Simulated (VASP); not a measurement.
# BN (F-43m) in VASP: notebook

BN is run at these levels: r2SCAN, HSE06; tasks: single point, relaxation of cell and atoms.

Everything below comes from runs of VASP 6.6.1. Logs are shortened: lines on timing, memory, paths and dates and some standing lists are left out, and cuts for length are marked.

### 1 The cell of the first run

The structure is cubic, space group F-43m (No. 216). Conventional cell: a = 3.610 Å, b = 3.610 Å, c = 3.610 Å, α = 90.00°, β = 90.00°, γ = 90.00°. B (site symmetry -43m) has 4 N at 1.56 Å within 2.1 Å. N (site symmetry -43m) has 4 B at 1.56 Å within 2.1 Å.

### 2 Single point, r2SCAN

POSCAR reads:

```
BN
1.0
    0.0000000000      1.8048254656      1.8048254656
    1.8048254656      0.0000000000      1.8048254656
    1.8048254656      1.8048254656      0.0000000000
B N
1 1
Direct
    0.0000000000      0.0000000000      0.0000000000
    0.2500000000      0.2500000000      0.2500000000
```

INCAR.step1 reads:

```
PREC = Accurate ; ENCUT = 520
ISMEAR = 0 ; SIGMA = 0.01
LREAL = F ; LASPH = T
NELM = 60 ; NBANDS = 11
GGA = PE ; ALGO = Normal
EDIFF = 1E-4 ; LWAVE = T
LCHARG = F
```

INCAR.step2 reads:

```
PREC = Accurate ; ENCUT = 520
EDIFF = 1E-7 ; ISMEAR = 0
SIGMA = 0.01 ; LREAL = F
LASPH = T ; NELM = 60
ALGO = Normal ; ISIF = 2
LWAVE = F ; LCHARG = T
METAGGA = R2SCAN ; LMIXTAU = T
LELF = T ; LVHAR = T
NBANDS = 11 ; ISTART = 1
```

KPOINTS reads:

```
regular mesh
0
Gamma
  12 12 12
```

Potentials or basis: VASP PAW PBE potentials, release 64 (B, N).

Launch:

```sh
> cat potpaw_PBE.64/B/POTCAR potpaw_PBE.64/N/POTCAR > POTCAR
> cp INCAR.step1 INCAR
> mpirun -np 1 vasp_std > vasp.out
> cp INCAR.step2 INCAR
> mpirun -np 1 vasp_std > vasp.out
```

OUTCAR:

```text
PREC = Accurate
   ENCUT = 520
   EDIFF = 1E-7
   ISMEAR = 0
   LREAL = F
   LASPH = T
   NELM = 60
   ISIF = 2
   METAGGA = R2SCAN
   ISTART = 1

 ion  position               nearest neighbor table
   1  0.000  0.000  0.000-   2 1.56   2 1.56   2 1.56   2 1.56
   2  0.250  0.250  0.250-   1 1.56   1 1.56   1 1.56   1 1.56

  LATTYP: Found a face centered cubic cell.
 ALAT       =     3.6096509312

  Lattice vectors:

 A1 = (   0.0000000000,   1.8048254656,   1.8048254656)
 A2 = (   1.8048254656,   0.0000000000,   1.8048254656)
 A3 = (   1.8048254656,   1.8048254656,   0.0000000000)

Analysis of symmetry for initial positions (statically):
=====================================================================
 Subroutine PRICEL returns:
 Original cell was already a primitive cell.

 Routine SETGRP: Setting up the symmetry group for a
 face centered cubic supercell.

 Subroutine GETGRP returns: Found 24 space group operations
 (whereof 24 operations were pure point group operations)
 out of a pool of 48 trial point group operations.

The static configuration has the point symmetry T_d .

Analysis of symmetry for dynamics (positions and initial velocities):
=====================================================================
 Subroutine PRICEL returns:
 Original cell was already a primitive cell.

 Routine SETGRP: Setting up the symmetry group for a
 face centered cubic supercell.

 Subroutine GETGRP returns: Found 24 space group operations
 (whereof 24 operations were pure point group operations)
 out of a pool of 48 trial point group operations.

The dynamic configuration has the point symmetry T_d .

 Subroutine INISYM returns: Found 24 space group operations
 (whereof 24 operations are pure point group operations),
 and found     1 'primitive' translations

----------------------------------------------------------------------------------------

                                     Primitive cell

  volume of cell :      11.7581

  direct lattice vectors                    reciprocal lattice vectors
     0.000000000  1.804825466  1.804825466    -0.277035098  0.277035098  0.277035098
     1.804825466  0.000000000  1.804825466     0.277035098 -0.277035098  0.277035098
     1.804825466  1.804825466  0.000000000     0.277035098  0.277035098 -0.277035098

  length of vectors
     2.552408651  2.552408651  2.552408651     0.479838865  0.479838865  0.479838865

  position of ions in fractional coordinates (direct lattice)
     0.000000000  0.000000000  0.000000000
     0.250000000  0.250000000  0.250000000

  ion indices of the primitive-cell ions
   primitive index   ion index
                 1           1
                 2           2

----------------------------------------------------------------------------------------

 KPOINTS: regular mesh

Automatic generation of k-mesh.
 Grid dimensions read from file:
 generate k-points for:   12   12   12

 Generating k-lattice:

  Cartesian coordinates                     Fractional coordinates (reciprocal lattice)
    -0.023086258  0.023086258  0.023086258     0.083333333  0.000000000  0.000000000
     0.023086258 -0.023086258  0.023086258     0.000000000  0.083333333  0.000000000
     0.023086258  0.023086258 -0.023086258     0.000000000  0.000000000  0.083333333

  Length of vectors
     0.039986572  0.039986572  0.039986572

  Shift w.r.t. Gamma in fractional coordinates (k-lattice)
     0.000000000  0.000000000  0.000000000

 Subroutine IBZKPT returns following result:
 ===========================================

 Found     72 irreducible k-points:

 Following reciprocal coordinates:
            Coordinates               Weight
  0.000000  0.000000  0.000000      1.000000
  0.083333  0.000000  0.000000      8.000000
  0.166667  0.000000  0.000000      8.000000
  0.250000  0.000000  0.000000      8.000000
  0.333333  0.000000  0.000000      8.000000
  0.416667  0.000000  0.000000      8.000000
[... 16 lines left out ...]
  0.500000  0.166667  0.000000     24.000000
 -0.416667  0.166667  0.000000     24.000000
 [... further k-points ...]
   k-points           NKPTS =     72   k-points in BZ     NKDIM =     72   number of bands    NBANDS=     11
   number of dos      NEDOS =    301   number of ions     NIONS =      2
   total plane-waves  NPLWV =   8000
   dimension x,y,z NGX =    20 NGY =   20 NGZ =   20
   dimension x,y,z NGXF=    40 NGYF=   40 NGZF=   40
   ions per type =               1   1
   NGX,Y,Z   is equivalent  to a cutoff of  13.03, 13.03, 13.03 a.u.
   NGXF,Y,Z  is equivalent  to a cutoff of  26.05, 26.05, 26.05 a.u.
 SYSTEM =  unknown system
   PREC   = accura    normal or accurate (medium, high low for compatibility)
   ISTART =      1    job   : 0-new  1-cont  2-samecut
   ICHARG =      0    charge: 1-file 2-atom 10-const
   ISPIN  =      1    spin polarized calculation?
   LNONCOLLINEAR =      F non collinear calculations
   LSORBIT =      F    spin-orbit coupling
   LASPH  =      T    aspherical Exc in radial PAW
   ENCUT  =  520.0 eV  38.22 Ry    6.18 a.u.   4.75  4.75  4.75*2*pi/ulx,y,z
   NELM   =     60;   NELMIN=  2; NELMDL=  0     # of ELM steps
   EDIFF  = 0.1E-06   stopping-criterion for ELM
   LREAL  =      F    real-space projection
   EDIFFG = 0.1E-05   stopping-criterion for IOM
   NSW    =      0    number of steps for IOM
   IBRION =     -1    ionic relax: 0-MD 1-quasi-New 2-CG
   NFREE  =      0    steps in history (QN), initial steepest desc. (CG)
   ISIF   =      2    stress and relaxation
   ISYM   =      2    0-nonsym 1-usesym 2-fastsym
   POTIM  = 0.5000    time-step for ionic-motion
   TEBEG  =    0.0;   TEEND  =   0.0 temperature during run
   PSTRESS=    0.0 pullay stress
   NELECT =       8.0000    total number of electrons
   NUPDOWN=      -1.0000    fix difference up-down
   EMIN   =  10.00;   EMAX   =-10.00  energy-range for DOS
   EFERMI =   0.00;   METHOD = LEGACY
   ISMEAR =     0;   SIGMA  =   0.01  broadening in eV -4-tet -1-fermi 0-gaus
   EFERMI_NEDOS =   21; number of points for ismear=-14 and -15
   IALGO  =     38    algorithm
   IMIX   =      4    mixing-type and parameters
     AMIX     =   0.40;   BMIX     =  1.00
     AMIX_MAG =   1.60;   BMIX_MAG =  1.00
  volume/ion in A,a.u.               =       5.88        39.67
  Fermi-wavevector in a.u.,A,eV,Ry     =   1.439880  2.720979 28.208337  2.073254
  Thomas-Fermi vector in A             =   2.558686
   LORBIT       =      0    0 simple, 1 ext, 2 COOP (PROOUT), +10 PAW based schemes
   METAGGA = R2SCAN    functional components
   LHFCALC =     F    Hartree Fock is set to
   AEXX    =    0.0000 exact exchange contribution
   IVDW    =     0    specifies the selected vdW correction
   LEPSILON=     F    determine dielectric tensor
   LRPA    =     F    only Hartree local field effects (RPA)
 non-spin polarized calculation
 Gauss-broadening in eV      SIGMA  =   0.01
  energy-cutoff  :      520.00
  volume of cell :       11.76
 maximum number of plane-waves:       332
   NGX =  9   NGY =  9   NGZ =  9

 number of electron       7.9999999 magnetization

 Free energy of the ion-electron system (eV)
  ---------------------------------------------------
  ext. energy  EPLUGINS =         0.00000000
  ---------------------------------------------------
  free energy    TOTEN  =       -19.17156361 eV

  energy without entropy =      -19.17156361  energy(sigma->0) =      -19.17156361

 E-fermi :   7.3627     XC(G=0): -13.6699

 val. band max:        7.2971869947   @ k =   0.0000   0.0000   0.0000
 cond. band min:      12.2788118257   @ k =   0.5000   0.5000   0.0000
 fundamental gap:      4.9816248310
 Fermi energy:         7.3626864953

 k-point     1 :       0.0000    0.0000    0.0000
  band No.  band energies     occupation
      1     -14.0457      2.00000
      2       7.2972      2.00000
      3       7.2972      2.00000
      4       7.2972      2.00000
      5      16.8453      0.00000
      6      16.8453      0.00000
      7      16.8453      0.00000
      8      18.4359      0.00000
      9      33.5174      0.00000
     10      36.0955      0.00000
     11      36.0955      0.00000

 k-point     2 :       0.0833    0.0000    0.0000
  band No.  band energies     occupation
      1     -13.8700      2.00000
      2       6.3419      2.00000
      3       7.1101      2.00000
      4       7.1101      2.00000
      5      17.0736      0.00000
      6      17.1344      0.00000
      7      17.1344      0.00000
      8      19.0238      0.00000
      9      33.3087      0.00000
     10      33.9737      0.00000
     11      33.9737      0.00000

 k-point     3 :       0.1667    0.0000    0.0000
  band No.  band energies     occupation
      1     -13.3502      2.00000
      2       4.1415      2.00000
      3       6.6534      2.00000
      4       6.6534      2.00000
      5      17.3939      0.00000
      6      17.8063      0.00000
      7      17.8063      0.00000
      8      20.4459      0.00000
      9      32.3657      0.00000
     10      32.3657      0.00000
     11      32.7276      0.00000

 k-point     4 :       0.2500    0.0000    0.0000
  band No.  band energies     occupation
      1     -12.5126      2.00000
      2       1.5601      2.00000
      3       6.1243      2.00000
      4       6.1243      2.00000
      5      17.6820      0.00000
      6      18.4423      0.00000
      7      18.4423      0.00000
      8      21.8976      0.00000
      9      31.9738      0.00000
     10      31.9738      0.00000
     11      32.1502      0.00000

 k-point     5 :       0.3333    0.0000    0.0000
  band No.  band energies     occupation
      1     -11.4275      2.00000
      2      -0.9304      2.00000
      3       5.6714      2.00000
      4       5.6714      2.00000
      5      17.9261      0.00000
      6      18.7564      0.00000
      7      18.7564      0.00000
      8      22.9588      0.00000
      9      31.9333      0.00000
     10      32.8688      0.00000
     11      32.8688      0.00000
[... 211 lines left out ...]
 k-point    21 :       0.3333    0.1667    0.0000
  band No.  band energies     occupation
      1     -11.5971      2.00000
      2       0.9195      2.00000
      3       4.4090      2.00000
      4       4.6935      2.00000
      5      16.0855      0.00000
      6      20.4724      0.00000
      7      21.0103      0.00000
      8      21.0631      0.00000
      9      27.9851      0.00000
     10      35.3288      0.00000
     11      36.7210      0.00000

 k-point    22 :       0.4167    0.1667    0.0000
  band No.  band energies     occupation
      1     -10.5058      2.00000
      2      -1.2502      2.00000
      3       4.0152      2.00000
      4       4.2159      2.00000
      5      16.4943      0.00000
      6      20.5988      0.00000
      7      21.1357      0.00000
      8      22.0456      0.00000
      9      29.0180      0.00000
     10      35.0929      0.00000
     11      37.1457      0.00000

 k-point    23 :       0.5000    0.1667    0.0000
  band No.  band energies     occupation
      1      -9.5321      2.00000
      2      -2.8417      2.00000
      3       3.4024      2.00000
      4       4.2914      2.00000
      5      16.8536      0.00000
      6      20.5198      0.00000
      7      20.8614      0.00000
      8      23.4841      0.00000
      9      29.4216      0.00000
     10      35.3240      0.00000
     11      36.3715      0.00000

 k-point    24 :      -0.4167    0.1667    0.0000
  band No.  band energies     occupation
      1      -9.3496      2.00000
      2      -3.1105      2.00000
      3       2.9831      2.00000
      4       4.6208      2.00000
      5      17.3249      0.00000
      6      20.3695      0.00000
      7      20.4392      0.00000
      8      24.1769      0.00000
      9      29.7133      0.00000
     10      33.9266      0.00000
     11      35.6306      0.00000

 [... further k-points ...]
[... 5 lines left out ...]
  --------------------------------------------------------------------------------------
  -------------------------------------------------------------------------------------
  Total        0.0840419      0.0840419      0.0840419      0.0000000      0.0000000      0.0000000
  in kB       11.4517249     11.4517249     11.4517249      0.0000000      0.0000000      0.0000000
  external PRESSURE =      11.4517249 kB  Pullay stress =       0.0000000 kB

 VOLUME and BASIS-vectors are now :
 -----------------------------------------------------------------------------
  energy-cutoff  :      520.00
  volume of cell :       11.76
      direct lattice vectors                 reciprocal lattice vectors
     0.000000000  1.804825466  1.804825466    -0.277035098  0.277035098  0.277035098
     1.804825466  0.000000000  1.804825466     0.277035098 -0.277035098  0.277035098
     1.804825466  1.804825466  0.000000000     0.277035098  0.277035098 -0.277035098

 POSITION                                       TOTAL-FORCE (eV/Angst)
 -----------------------------------------------------------------------------------
      0.00000      0.00000      0.00000        -0.000000     -0.000000     -0.000000
      0.90241      0.90241      0.90241         0.000000      0.000000      0.000000
 -----------------------------------------------------------------------------------
    total drift:                                0.000000      0.000000      0.000000

  FREE ENERGIE OF THE ION-ELECTRON SYSTEM (eV)
  ---------------------------------------------------
  free  energy   TOTEN  =       -19.1715636081 eV

  energy  without entropy=      -19.1715636081  energy(sigma->0) =      -19.17156361
```

Wall time 58 s (1 thread of AMD EPYC 7R43 (Zen 3), shared host); peak memory 0.09 GiB.

Results:

```
Free energy            : -19.1716 eV
Pressure               : 1.1 GPa
Band gap on the k mesh : 4.98 eV, indirect (least direct gap 9.55 eV)
```

Levels at points of the mesh, in eV from the valence-band top:
| k point | band 1 | band 2 | band 3 | band 4 | band 5 | band 6 | band 7 | band 8 | band 9 |
| --- | --- | --- | --- | --- | --- | --- | --- | --- | --- |
| (0.00, 0.00, 0.00) | -21.34 | 0.00 | 0.00 | 0.00 | 9.55 | 9.55 | 9.55 | 11.14 | 26.22 |
| (0.50, 0.00, 0.00) | -17.03 | -11.12 | -2.02 | -2.02 | 10.85 | 11.49 | 11.49 | 16.45 | 24.94 |
| (0.50, 0.50, 0.00) | -15.60 | -9.35 | -5.12 | -5.12 | 4.98 | 9.84 | 19.33 | 19.33 | 22.27 |

Caveat: the PAW data sets were made with another functional, which shifts forces and pressure a little. A k mesh can miss the band edges.

### 3 Relaxation of cell and atoms, r2SCAN

This run uses another cell than the first one, of 5.95 Å³/atom, 1.012 times its volume.

POSCAR reads:

```
BN
1.0
    0.0000000000      1.8122639358      1.8122639358
    1.8122639358      0.0000000000      1.8122639358
    1.8122639358      1.8122639358      0.0000000000
B N
1 1
Direct
    0.0000000000      0.0000000000      0.0000000000
    0.2500000000      0.2500000000      0.2500000000
```

INCAR.step1 reads:

```
PREC = Accurate
ENCUT = 600
ISMEAR = -1
SIGMA = 0.02
LREAL = False
LASPH = True
NELM = 100
GGA = PE
ALGO = Normal
EDIFF = 1E-4
LWAVE = True
LCHARG = False
```

INCAR.step2 reads:

```
PREC = Accurate
ENCUT = 600
EDIFF = 1E-6
ISMEAR = -1
SIGMA = 0.02
LREAL = False
LASPH = True
NELM = 100
ALGO = Normal
ISIF = 3
LWAVE = False
LCHARG = False
METAGGA = R2SCAN
LMIXTAU = True
IBRION = 2
NSW = 80
EDIFFG = -0.005
ISTART = 1
```

KPOINTS reads:

```
regular mesh
0
Gamma
  10 10 10
```

Potentials or basis: VASP PAW PBE potentials, release 64 (B, N).

Launch:

```sh
> cat potpaw_PBE.64/B/POTCAR potpaw_PBE.64/N/POTCAR > POTCAR
> cp INCAR.step1 INCAR
> mpirun -np 1 vasp_std > vasp.out
> cp INCAR.step2 INCAR
> mpirun -np 1 vasp_std > vasp.out
```

Run time: 72 s. Hardware: 1 thread of AMD EPYC 7R43 (Zen 3), shared host; peak memory 0.09 GiB.

The run converged. Its results:

```yaml
Free_energy: -19.1749 eV
Relaxed_volume: 5.90 Å³/atom
Relaxed_cell: a = 2.555 Å, b = 2.555 Å, c = 2.555 Å, α = 60.00°, β = 60.00°, γ = 60.00°
Space_group_after_relaxing_to_0.05_Å: F-43m (No. 216)
Energy_gained_by_relaxing: 0.6 meV/atom
Ionic_steps: 3
Pressure_after_relaxing: 0.0 GPa
Band_gap_on_the_k_mesh: 4.98 eV, indirect (least direct gap 9.53 eV)
```

Step by step:
```csv
step,energy change (eV),largest force (eV/Å),pressure (GPa),volume (Å³)
1,0.0000,0.0000,-3.56,11.90
2,0.0002,0.0000,3.95,11.68
3,-0.0012,0.0000,0.01,11.79
```

Final structure:
```
CELL_PARAMETERS angstrom
0.00000 1.80665 1.80665
1.80665 0.00000 1.80665
1.80665 1.80665 0.00000
ATOMIC_POSITIONS crystal
B 0.00000 0.00000 0.00000
N 0.25000 0.25000 0.25000
```

Levels at points of the mesh, in eV from the valence-band top:
| k point | band 1 | band 2 | band 3 | band 4 | band 5 | band 6 | band 7 | band 8 |
| --- | --- | --- | --- | --- | --- | --- | --- | --- |
| (0.00, 0.00, 0.00) | -21.31 | 0.00 | 0.00 | 0.00 | 9.53 | 9.53 | 9.53 | 11.09 |
| (0.50, 0.00, 0.00) | -17.01 | -11.10 | -2.02 | -2.02 | 10.81 | 11.48 | 11.48 | 16.42 |
| (0.50, 0.50, 0.00) | -15.58 | -9.33 | -5.10 | -5.10 | 4.98 | 9.82 | 19.28 | 19.28 |

Caveat: the PAW data sets were made with another functional, which shifts forces and pressure a little.

### 4 Single point, HSE06

POSCAR reads:

```
BN
1.0
    0.0000000000      1.8048254656      1.8048254656
    1.8048254656      0.0000000000      1.8048254656
    1.8048254656      1.8048254656      0.0000000000
B N
1 1
Direct
    0.0000000000      0.0000000000      0.0000000000
    0.2500000000      0.2500000000      0.2500000000
```

INCAR.step1 reads:

```
PREC = Accurate
ENCUT = 520
EDIFF = 1E-5
ISMEAR = 0
SIGMA = 0.01
LREAL = F
LASPH = T
NELM = 60
ALGO = Normal
ISIF = 2
LWAVE = T
NBANDS = 11
GGA = PE
```

INCAR.step2 reads:

```
PREC = Accurate
ENCUT = 520
EDIFF = 1E-6
ISMEAR = 0
SIGMA = 0.01
LREAL = F
LASPH = T
NELM = 60
ALGO = Normal
ISIF = 2
LWAVE = F
LCHARG = T
GGA = PE
LHFCALC = T
HFSCREEN = 0.2079
PRECFOCK = Normal
LELF = T
LVHAR = T
NBANDS = 11
ISTART = 1
```

KPOINTS reads:

```
Automatic mesh
0
Gamma
  8 8 8
```

Launch:

```sh
> cat potpaw_PBE.64/B/POTCAR potpaw_PBE.64/N/POTCAR > POTCAR
> cp INCAR.step1 INCAR
> mpirun -np 1 vasp_std > vasp.out
> cp INCAR.step2 INCAR
> mpirun -np 1 vasp_std > vasp.out
```

It took 16 min on 1 thread of AMD EPYC 7R43 (Zen 3), shared host; peak memory 0.19 GiB.

It converged, with:

| Quantity | Value |
| --- | --- |
| Free energy | -20.3273 eV |
| Pressure | -3.9 GPa |
| Band gap on the k mesh | 5.78 eV, indirect (least direct gap 10.57 eV) |

Levels at points of the mesh, in eV from the valence-band top:
```
           k point  band 2  band 3  band 4  band 5  band 6  band 7
(0.00, 0.00, 0.00)    0.00    0.00    0.00   10.57   10.57   10.57
(0.50, 0.00, 0.00)  -11.67   -2.11   -2.11   11.90   12.54   12.54
(0.50, 0.50, 0.00)   -9.80   -5.34   -5.34    5.78   10.76   20.53
```

Caveat: the PAW data sets were made with another functional, which shifts forces and pressure a little. A k mesh can miss the band edges.

### 5 Overview

```tsv
task	level	cell	k mesh	cutoff (eV)	smearing	grid for exact exchange (PRECFOCK)	screening parameter	gap on the mesh (eV)	pressure (GPa)
single point	r2SCAN	a = 2.552 Å, angles 60.0°, 2 atoms	12 × 12 × 12	520	gaussian 0.01 eV	-	-	4.98	1.1
relaxation of cell and atoms	r2SCAN	relaxed from a = 2.563 Å, angles 60.0°, 2 atoms	10 × 10 × 10	600	fermi-dirac 0.02 eV	-	-	4.98	0.0
single point	HSE06	a = 2.552 Å, angles 60.0°, 2 atoms	8 × 8 × 8	520	gaussian 0.01 eV	Normal	0.2079 1/Å	5.78	-3.9
```

Alike in all rows: potentials or basis VASP PAW PBE potentials, release 64 (B, N); no spin polarisation.

Caveats: the PAW data sets were made with another functional, which shifts forces and pressure a little.

Total energies depend on the potentials used, so only differences within one code and one set of settings carry meaning.
